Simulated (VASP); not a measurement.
# SnSe in VASP: further runs

The runs below take SnSe through single point, with LDA.

Everything below comes from runs of VASP 6.6.1. Logs are shortened: lines on timing, memory, paths and dates and some standing lists are left out, and cuts for length are marked.

### 1 The cell of the first run

The cell holds a slab with vacuum, 4 atoms: a = 4.190 Å, b = 4.190 Å, c = 10.980 Å, α = 90.00°, β = 90.00°, γ = 90.00°.

### 2 Single point, LDA (all Sn atoms moved -0.300 Å, as atom 1 along Cartesian [1 1 0])

Contents of INCAR:

```
SYSTEM = SnSe
ALGO     = Normal         ! electronic algorithm
EDIFF    = 1E-6           ! SCF threshold, eV
ENCUT    = 500            ! plane-wave cutoff, eV
GGA_COMPAT= .FALSE.      
ISIF     = 2              ! what is computed and relaxed
ISMEAR   = 0              ! smearing method
LASPH    = .TRUE.         ! aspherical terms in the spheres
LCHARG   = .FALSE.        ! write CHGCAR
LREAL    = .FALSE.        ! projectors in reciprocal space
LWAVE    = .FALSE.        ! write WAVECAR
NBANDS   = 28             ! bands
NELM     = 120            ! most SCF steps
PREC     = Accurate       ! precision mode
SIGMA    = 0.05           ! smearing width, eV
```

Contents of KPOINTS:

```
k-points
0
G
  6 6 4
  0 0 0
```

Contents of POSCAR:

```
SnSe
1.0
    4.1898989379      0.0000000000      0.0000000000
    0.0000000000      4.1898989379      0.0000000000
    0.0000000000      0.0000000000     10.9796229414
Sn Se
2 2
Direct
    0.4493706083     -0.0506293917      0.3781633338
   -0.0506293917      0.4493706083      0.6218366662
    0.5000000000      0.0000000000      0.6217782129
    0.0000000000      0.5000000000      0.3782217871
```

Potentials or basis: VASP PAW LDA potentials, release 64 (Sn_d, Se).

Command:

```sh
$ cat potpaw_LDA.64/Sn_d/POTCAR potpaw_LDA.64/Se/POTCAR > POTCAR
$ mpirun -np 1 vasp_std > vasp.out
```

OUTCAR:

```text
SYSTEM = SnSe
   EDIFF = 1E-6
   ENCUT = 500
   ISIF = 2
   ISMEAR = 0
   LASPH = .TRUE.
   LREAL = .FALSE.
   NELM = 120
   PREC = Accurate

 ion  position               nearest neighbor table
   1  0.449  0.949  0.378-   4 2.66   3 2.69   4 2.98   4 2.98   4 3.26
   2  0.949  0.449  0.622-   3 2.66   4 2.69   3 2.98   3 2.98   3 3.26
   3  0.500  0.000  0.622-   2 2.66   1 2.69   2 2.98   2 2.98   2 3.26
   4  0.000  0.500  0.378-   1 2.66   2 2.69   1 2.98   1 2.98   1 3.26

  LATTYP: Found a simple tetragonal cell.
 ALAT       =     4.1898989379
 C/A-ratio  =     2.6204982755

  Lattice vectors:

 A1 = (   4.1898989379,   0.0000000000,   0.0000000000)
 A2 = (   0.0000000000,   4.1898989379,   0.0000000000)
 A3 = (   0.0000000000,   0.0000000000,  10.9796229414)

Analysis of symmetry for initial positions (statically):
=====================================================================
 Subroutine PRICEL returns:
 Original cell was already a primitive cell.

 Routine SETGRP: Setting up the symmetry group for a
 simple tetragonal supercell.

 Subroutine GETGRP returns: Found  4 space group operations
 (whereof  2 operations were pure point group operations)
 out of a pool of 16 trial point group operations.

The static configuration has the point symmetry C_2 .
 The point group associated with its full space group is C_2v.

Analysis of symmetry for dynamics (positions and initial velocities):
=====================================================================
 Subroutine PRICEL returns:
 Original cell was already a primitive cell.

 Routine SETGRP: Setting up the symmetry group for a
 simple tetragonal supercell.

 Subroutine GETGRP returns: Found  4 space group operations
 (whereof  2 operations were pure point group operations)
 out of a pool of 16 trial point group operations.

The dynamic configuration has the point symmetry C_2 .
 The point group associated with its full space group is C_2v.

 Subroutine INISYM returns: Found  4 space group operations
 (whereof  2 operations are pure point group operations),
 and found     1 'primitive' translations

----------------------------------------------------------------------------------------

                                     Primitive cell

  volume of cell :     192.7501

  direct lattice vectors                    reciprocal lattice vectors
     4.189898938  0.000000000  0.000000000     0.238669241  0.000000000  0.000000000
     0.000000000  4.189898938  0.000000000     0.000000000  0.238669241  0.000000000
     0.000000000  0.000000000 10.979622941     0.000000000  0.000000000  0.091077809

  length of vectors
     4.189898938  4.189898938 10.979622941     0.238669241  0.238669241  0.091077809

  position of ions in fractional coordinates (direct lattice)
     0.449370608  0.949370608  0.378163334
     0.949370608  0.449370608  0.621836666
     0.500000000  0.000000000  0.621778213
     0.000000000  0.500000000  0.378221787

  ion indices of the primitive-cell ions
   primitive index   ion index
                 1           1
                 2           2
                 3           3
                 4           4

----------------------------------------------------------------------------------------

 KPOINTS: k-points

Automatic generation of k-mesh.
 Grid dimensions read from file:
 generate k-points for:    6    6    4

 Generating k-lattice:

  Cartesian coordinates                     Fractional coordinates (reciprocal lattice)
     0.039778207  0.000000000  0.000000000     0.166666667  0.000000000  0.000000000
     0.000000000  0.039778207  0.000000000     0.000000000  0.166666667  0.000000000
     0.000000000  0.000000000  0.022769452     0.000000000  0.000000000  0.250000000

  Length of vectors
     0.039778207  0.039778207  0.022769452

  Shift w.r.t. Gamma in fractional coordinates (k-lattice)
     0.000000000  0.000000000  0.000000000

 Subroutine IBZKPT returns following result:
 ===========================================

 Found     39 irreducible k-points:

 Following reciprocal coordinates:
            Coordinates               Weight
  0.000000  0.000000  0.000000      1.000000
  0.166667  0.000000  0.000000      4.000000
  0.333333  0.000000  0.000000      4.000000
  0.500000  0.000000  0.000000      2.000000
  0.166667  0.166667  0.000000      2.000000
 -0.166667  0.166667  0.000000      2.000000
[... 16 lines left out ...]
  0.333333  0.333333  0.250000      4.000000
 -0.333333  0.333333  0.250000      4.000000
 [... further k-points ...]
   k-points           NKPTS =     39   k-points in BZ     NKDIM =     39   number of bands    NBANDS=     28
   number of dos      NEDOS =    301   number of ions     NIONS =      4
   total plane-waves  NPLWV =  81920
   dimension x,y,z NGX =    32 NGY =   32 NGZ =   80
   dimension x,y,z NGXF=    64 NGYF=   64 NGZF=  160
   ions per type =               2   2
   NGX,Y,Z   is equivalent  to a cutoff of  12.70, 12.70, 12.11 a.u.
   NGXF,Y,Z  is equivalent  to a cutoff of  25.39, 25.39, 24.23 a.u.
 SYSTEM =  SnSe
   PREC   = accura    normal or accurate (medium, high low for compatibility)
   ISTART =      0    job   : 0-new  1-cont  2-samecut
   ICHARG =      2    charge: 1-file 2-atom 10-const
   ISPIN  =      1    spin polarized calculation?
   LNONCOLLINEAR =      F non collinear calculations
   LSORBIT =      F    spin-orbit coupling
   LASPH  =      T    aspherical Exc in radial PAW
   ENCUT  =  500.0 eV  36.75 Ry    6.06 a.u.   7.64  7.64 20.02*2*pi/ulx,y,z
   NELM   =    120;   NELMIN=  2; NELMDL= -5     # of ELM steps
   EDIFF  = 0.1E-05   stopping-criterion for ELM
   LREAL  =      F    real-space projection
   EDIFFG = 0.1E-04   stopping-criterion for IOM
   NSW    =      0    number of steps for IOM
   IBRION =     -1    ionic relax: 0-MD 1-quasi-New 2-CG
   NFREE  =      0    steps in history (QN), initial steepest desc. (CG)
   ISIF   =      2    stress and relaxation
   ISYM   =      2    0-nonsym 1-usesym 2-fastsym
   POTIM  = 0.5000    time-step for ionic-motion
   TEBEG  =    0.0;   TEEND  =   0.0 temperature during run
   PSTRESS=    0.0 pullay stress
   NELECT =      40.0000    total number of electrons
   NUPDOWN=      -1.0000    fix difference up-down
   EMIN   =  10.00;   EMAX   =-10.00  energy-range for DOS
   EFERMI =   0.00;   METHOD = LEGACY
   ISMEAR =     0;   SIGMA  =   0.05  broadening in eV -4-tet -1-fermi 0-gaus
   EFERMI_NEDOS =   21; number of points for ismear=-14 and -15
   IALGO  =     38    algorithm
   IMIX   =      4    mixing-type and parameters
     AMIX     =   0.40;   BMIX     =  1.00
     AMIX_MAG =   1.60;   BMIX_MAG =  1.00
  volume/ion in A,a.u.               =      48.19       325.19
  Fermi-wavevector in a.u.,A,eV,Ry     =   0.969237  1.831592 12.781590  0.939420
  Thomas-Fermi vector in A             =   2.099273
   LORBIT       =      0    0 simple, 1 ext, 2 COOP (PROOUT), +10 PAW based schemes
   GGA     = CA    functional components
   LHFCALC =     F    Hartree Fock is set to
   AEXX    =    0.0000 exact exchange contribution
   IVDW    =     0    specifies the selected vdW correction
   LEPSILON=     F    determine dielectric tensor
   LRPA    =     F    only Hartree local field effects (RPA)
 non-spin polarized calculation
 Gauss-broadening in eV      SIGMA  =   0.05
  energy-cutoff  :      500.00
  volume of cell :      192.75
 maximum number of plane-waves:      4921
 NGX is ok and might be reduce to    32
   NGX = 15   NGY = 15   NGZ = 41

 number of electron      40.0000005 magnetization

 Free energy of the ion-electron system (eV)
  ---------------------------------------------------
  ext. energy  EPLUGINS =         0.00000000
  ---------------------------------------------------
  free energy    TOTEN  =       -18.41328619 eV

  energy without entropy =      -18.41328619  energy(sigma->0) =      -18.41328619

 E-fermi :   0.9884     XC(G=0):  -6.3455

 val. band max:        0.7433516885   @ k =  -0.1667   0.3333   0.5000
 cond. band min:       2.3075918345   @ k =   0.0000   0.0000   0.5000
 fundamental gap:      1.5642401460
 Fermi energy:         0.9884336328

 k-point     1 :       0.0000    0.0000    0.0000
  band No.  band energies     occupation
      1     -20.2505      2.00000
      2     -20.2174      2.00000
      3     -20.2145      2.00000
      4     -20.2055      2.00000
      5     -20.2045      2.00000
      6     -20.2015      2.00000
[... 20 lines left out ...]
     27       6.8379      0.00000
     28       7.0706      0.00000

 k-point     2 :       0.1667    0.0000    0.0000
  band No.  band energies     occupation
      1     -20.2460      2.00000
      2     -20.2199      2.00000
      3     -20.2135      2.00000
      4     -20.2067      2.00000
      5     -20.2060      2.00000
      6     -20.1992      2.00000
[... 20 lines left out ...]
     27       5.9334      0.00000
     28       6.6694      0.00000

 k-point     3 :       0.3333    0.0000    0.0000
  band No.  band energies     occupation
      1     -20.2364      2.00000
      2     -20.2250      2.00000
      3     -20.2172      2.00000
      4     -20.2111      2.00000
      5     -20.2025      2.00000
      6     -20.1956      2.00000
[... 20 lines left out ...]
     27       5.6523      0.00000
     28       7.2036      0.00000

 k-point     4 :       0.5000    0.0000    0.0000
  band No.  band energies     occupation
      1     -20.2292      2.00000
      2     -20.2292      2.00000
      3     -20.2173      2.00000
      4     -20.2173      2.00000
      5     -20.1971      2.00000
      6     -20.1971      2.00000
[... 578 lines left out ...]
     27       6.6442      0.00000
     28       6.7662      0.00000

 k-point    23 :       0.3333    0.3333    0.2500
  band No.  band energies     occupation
      1     -20.2476      2.00000
      2     -20.2378      2.00000
      3     -20.2115      2.00000
      4     -20.2080      2.00000
      5     -20.2022      2.00000
      6     -20.1904      2.00000
[... 20 lines left out ...]
     27       6.5980      0.00000
     28       6.6974      0.00000

 k-point    24 :      -0.3333    0.3333    0.2500
  band No.  band energies     occupation
      1     -20.2439      2.00000
      2     -20.2411      2.00000
      3     -20.2174      2.00000
      4     -20.2052      2.00000
      5     -20.1963      2.00000
      6     -20.1936      2.00000
[... 20 lines left out ...]
     27       6.5505      0.00000
     28       7.0344      0.00000

 [... further k-points ...]

------------------------ aborting loop because EDIFF is reached ----------------------------------------

  FORCE on cell =-STRESS in cart. coord.  units (eV):
  Direction    XX          YY          ZZ          XY          YZ          ZX
  --------------------------------------------------------------------------------------
  -------------------------------------------------------------------------------------
  Total        1.4024540      1.4024540      0.2560747      1.1986498      0.0000000      0.0000000
  in kB       11.6574799     11.6574799      2.1285441      9.9634187      0.0000000      0.0000000
  external PRESSURE =       8.4811680 kB  Pullay stress =       0.0000000 kB

 VOLUME and BASIS-vectors are now :
 -----------------------------------------------------------------------------
  energy-cutoff  :      500.00
  volume of cell :      192.75
      direct lattice vectors                 reciprocal lattice vectors
     4.189898938  0.000000000  0.000000000     0.238669241  0.000000000  0.000000000
     0.000000000  4.189898938  0.000000000     0.000000000  0.238669241  0.000000000
     0.000000000  0.000000000 10.979622941     0.000000000  0.000000000  0.091077809

 POSITION                                       TOTAL-FORCE (eV/Angst)
 -----------------------------------------------------------------------------------
      1.88282      3.97777      4.15209         0.331094      0.331094     -0.094312
      3.97777      1.88282      6.82753         0.331094      0.331094      0.094312
      2.09495      0.00000      6.82689        -0.331094     -0.331094      0.010602
      0.00000      2.09495      4.15273        -0.331094     -0.331094     -0.010602
 -----------------------------------------------------------------------------------
    total drift:                               -0.001199     -0.001199      0.000002

  FREE ENERGIE OF THE ION-ELECTRON SYSTEM (eV)
  ---------------------------------------------------
  free  energy   TOTEN  =       -18.4132861924 eV

  energy  without entropy=      -18.4132861924  energy(sigma->0) =      -18.41328619
```

Run time: 4.3 min. Hardware: 1 thread of Intel Xeon 8259CL, shared host; peak memory 0.34 GiB.

What came out:

- Free energy: -18.4133 eV
- Largest force: 0.478 eV/Å
- Band gap on the k mesh: 1.56 eV (least direct gap 1.57 eV)

Forces on the atoms (eV/Å):
```
Sn   0.331  0.331 -0.094
Sn   0.331  0.331  0.094
Se  -0.331 -0.331  0.011
Se  -0.331 -0.331 -0.011
```

Caveat: the cell differs from its parent crystal (all Sn atoms moved -0.300 Å, as atom 1 along Cartesian [1 1 0]); spin-orbit coupling is left out, which moves the levels of the heavy elements.

[end of part 1 of 2]
